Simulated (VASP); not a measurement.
# CdS (F-43m) in VASP: relaxation of cell and atoms with LDA

Aim: the relaxation of cell and atoms of CdS with LDA.

Everything below comes from runs of VASP 6.6.1. Logs are shortened: lines on timing, memory, paths and dates and some standing lists are left out, and cuts for length are marked.

## (1) The cell of the first run

It takes space group F-43m (No. 216, cubic). Conventional cell: a = 5.926 Å, b = 5.926 Å, c = 5.926 Å, α = 90.00°, β = 90.00°, γ = 90.00°. Cd (site symmetry -43m) has 4 S at 2.57 Å within 3.4 Å. Within 3.4 Å of S (site symmetry -43m) lie 4 Cd at 2.57 Å.

## (2) Relaxation of cell and atoms, LDA

Contents of INCAR:

```
SYSTEM = CdS
ALGO = Normal
EDIFF = 1E-7
EDIFFG = -0.005
ENCUT = 630
GGA = CA
GGA_COMPAT = .False.
IBRION = 2
ISIF = 3
ISMEAR = -1
LASPH = .True.
LCHARG = .False.
LREAL = .False.
LWAVE = .False.
NELM = 120
NELMIN = 4
NSW = 80
PREC = Accurate
SIGMA = 0.02
```

Contents of KPOINTS:

```
k-points
0
Gamma
  6 6 6
  0 0 0
```

Contents of POSCAR:

```
CdS
1.0
    0.0000000000      2.9628947234      2.9628947234
    2.9628947234      0.0000000000      2.9628947234
    2.9628947234      2.9628947234      0.0000000000
Cd S
1 1
Direct
    0.0000000000      0.0000000000      0.0000000000
    0.2500000000      0.2500000000      0.2500000000
```

Potentials or basis: VASP PAW LDA potentials, release 64 (Cd_sv_GW, S).

On the command line:

```
cat potpaw_LDA.64/Cd_sv_GW/POTCAR potpaw_LDA.64/S/POTCAR > POTCAR
mpirun -np 1 vasp_std > vasp.out
```

OUTCAR:

```text
SYSTEM = CdS
   EDIFF = 1E-7
   EDIFFG = -0.005
   ENCUT = 630
   GGA = CA
   IBRION = 2
   ISIF = 3
   ISMEAR = -1
   LASPH = .True.
   LREAL = .False.
   NELM = 120
   NELMIN = 4
   NSW = 80
   PREC = Accurate

 ion  position               nearest neighbor table
   1  0.000  0.000  0.000-   2 2.57   2 2.57   2 2.57   2 2.57
   2  0.250  0.250  0.250-   1 2.57   1 2.57   1 2.57   1 2.57

  LATTYP: Found a face centered cubic cell.
 ALAT       =     5.9257894468

  Lattice vectors:

 A1 = (   0.0000000000,   2.9628947234,   2.9628947234)
 A2 = (   2.9628947234,   0.0000000000,   2.9628947234)
 A3 = (   2.9628947234,   2.9628947234,   0.0000000000)

Analysis of symmetry for initial positions (statically):
=====================================================================
 Subroutine PRICEL returns:
 Original cell was already a primitive cell.

 Routine SETGRP: Setting up the symmetry group for a
 face centered cubic supercell.

 Subroutine GETGRP returns: Found 24 space group operations
 (whereof 24 operations were pure point group operations)
 out of a pool of 48 trial point group operations.

The static configuration has the point symmetry T_d .

Analysis of symmetry for dynamics (positions and initial velocities):
=====================================================================
 Subroutine PRICEL returns:
 Original cell was already a primitive cell.

 Routine SETGRP: Setting up the symmetry group for a
 face centered cubic supercell.

 Subroutine GETGRP returns: Found 24 space group operations
 (whereof 24 operations were pure point group operations)
 out of a pool of 48 trial point group operations.

The dynamic configuration has the point symmetry T_d .

 Subroutine INISYM returns: Found 24 space group operations
 (whereof 24 operations are pure point group operations),
 and found     1 'primitive' translations

----------------------------------------------------------------------------------------

                                     Primitive cell

  volume of cell :      52.0210

  direct lattice vectors                    reciprocal lattice vectors
     0.000000000  2.962894723  2.962894723    -0.168753887  0.168753887  0.168753887
     2.962894723  0.000000000  2.962894723     0.168753887 -0.168753887  0.168753887
     2.962894723  2.962894723  0.000000000     0.168753887  0.168753887 -0.168753887

  length of vectors
[... 77 lines left out ...]
   IBRION =      2    ionic relax: 0-MD 1-quasi-New 2-CG
   NFREE  =      1    steps in history (QN), initial steepest desc. (CG)
   ISIF   =      3    stress and relaxation
   ISYM   =      2    0-nonsym 1-usesym 2-fastsym
   POTIM  = 0.5000    time-step for ionic-motion
   TEBEG  =    0.0;   TEEND  =   0.0 temperature during run
   PSTRESS=    0.0 pullay stress
   NELECT =      26.0000    total number of electrons
   NUPDOWN=      -1.0000    fix difference up-down
   EMIN   =  10.00;   EMAX   =-10.00  energy-range for DOS
   EFERMI =   0.00;   METHOD = LEGACY
   ISMEAR =    -1;   SIGMA  =   0.02  broadening in eV -4-tet -1-fermi 0-gaus
   EFERMI_NEDOS =   21; number of points for ismear=-14 and -15
   IALGO  =     38    algorithm
   IMIX   =      4    mixing-type and parameters
     AMIX     =   0.40;   BMIX     =  1.00
     AMIX_MAG =   1.60;   BMIX_MAG =  1.00
  volume/ion in A,a.u.               =      26.01       175.53
  Fermi-wavevector in a.u.,A,eV,Ry     =   1.299191  2.455115 22.965242  1.687898
  Thomas-Fermi vector in A             =   2.430471
   LORBIT       =      0    0 simple, 1 ext, 2 COOP (PROOUT), +10 PAW based schemes
   GGA     = CA    functional components
   LHFCALC =     F    Hartree Fock is set to
   AEXX    =    0.0000 exact exchange contribution
   IVDW    =     0    specifies the selected vdW correction
   LEPSILON=     F    determine dielectric tensor
   LRPA    =     F    only Hartree local field effects (RPA)
 conjugate gradient relaxation of ions
 non-spin polarized calculation
  energy-cutoff  :      630.00
  volume of cell :       52.02
 maximum number of plane-waves:      1893
 NGX is ok and might be reduce to    36
   NGX = 17   NGY = 17   NGZ = 17

--------------------------------------- Ionic step        1  -------------------------------------------

 number of electron      25.9999992 magnetization

 Free energy of the ion-electron system (eV)
  ---------------------------------------------------
  ext. energy  EPLUGINS =         0.00000000
  ---------------------------------------------------
  free energy    TOTEN  =        -7.37827058 eV

  energy without entropy =       -7.37827058  energy(sigma->0) =       -7.37827058

------------------------ aborting loop because EDIFF is reached ----------------------------------------

  FORCE on cell =-STRESS in cart. coord.  units (eV):
  Direction    XX          YY          ZZ          XY          YZ          ZX
  --------------------------------------------------------------------------------------
  -------------------------------------------------------------------------------------
  Total       -1.5779740     -1.5779740     -1.5779740      0.0000000      0.0000000      0.0000000
  in kB      -48.5994967    -48.5994967    -48.5994967      0.0000000      0.0000000      0.0000000
  external PRESSURE =     -48.5994967 kB  Pullay stress =       0.0000000 kB
[... 23 lines left out ...]
--------------------------------------- Ionic step        2  -------------------------------------------

 number of electron      25.9999995 magnetization

 E-fermi :   3.9751     XC(G=0): -10.0427

 val. band max:        3.3619148999   @ k =   0.0000   0.0000   0.0000
 cond. band min:       4.3885633622   @ k =   0.0000   0.0000   0.0000
 fundamental gap:      1.0266484622
 Fermi energy:         3.9751171262

 k-point     1 :       0.0000    0.0000    0.0000
  band No.  band energies     occupation
      1     -97.5505      2.00000
      2     -58.9405      2.00000
      3     -58.9405      2.00000
      4     -58.9405      2.00000
      5      -9.4439      2.00000
      6      -4.7033      2.00000
[... 344 lines left out ...]
--------------------------------------- Ionic step        3  -------------------------------------------

 number of electron      26.0000005 magnetization

 Free energy of the ion-electron system (eV)
  ---------------------------------------------------
  ext. energy  EPLUGINS =         0.00000000
  ---------------------------------------------------
  free energy    TOTEN  =        -7.44755591 eV

  energy without entropy =       -7.44755591  energy(sigma->0) =       -7.44755591

 E-fermi :   3.5181     XC(G=0):  -9.8935

 val. band max:        3.0182867793   @ k =   0.0000   0.0000   0.0000
 cond. band min:       3.9808797400   @ k =   0.0000   0.0000   0.0000
 fundamental gap:      0.9625929607
 Fermi energy:         3.5180957880

 k-point     1 :       0.0000    0.0000    0.0000
  band No.  band energies     occupation
      1     -97.8139      2.00000
      2     -59.2028      2.00000
      3     -59.2028      2.00000
      4     -59.2028      2.00000
      5      -9.5743      2.00000
      6      -4.9064      2.00000
[... 338 lines left out ...]
  FREE ENERGIE OF THE ION-ELECTRON SYSTEM (eV)
  ---------------------------------------------------
  free  energy   TOTEN  =        -7.4475559108 eV

  energy  without entropy=       -7.4475559108  energy(sigma->0) =       -7.44755591

 reached required accuracy - stopping structural energy minimisation
```

It took 25 s on 1 thread of AMD EPYC 9R45 (Zen 5), shared host; peak memory 0.16 GiB.

What came out:

```yaml
Free_energy: -7.4476 eV
Relaxed_volume: 23.89 Å³/atom
Relaxed_cell: a = 4.073 Å, b = 4.073 Å, c = 4.073 Å, α = 60.00°, β = 60.00°, γ = 60.00°
Space_group_after_relaxing_to_0.1_Å: F-43m (No. 216)
Energy_gained_by_relaxing: 34.6 meV/atom
Ionic_steps: 3
Pressure_after_relaxing: 0.0 GPa
Band_gap_on_the_k_mesh: 0.96 eV
```

Step by step:
| step | energy change (eV) | largest force (eV/Å) | pressure (GPa) | volume (Å³) |
| --- | --- | --- | --- | --- |
| 1 | 0.0000 | 0.0000 | -4.86 | 52.02 |
| 2 | -0.0589 | 0.0000 | 2.31 | 46.30 |
| 3 | -0.0693 | 0.0000 | 0.00 | 47.78 |

Final structure:
```xyz
2
Lattice="0.0000 2.8801 2.8801 2.8801 0.0000 2.8801 2.8801 2.8801 0.0000" Properties=species:S:1:pos:R:3 pbc="T T T"
Cd    0.0000    0.0000    0.0000
S     1.4400    1.4400    1.4400
```
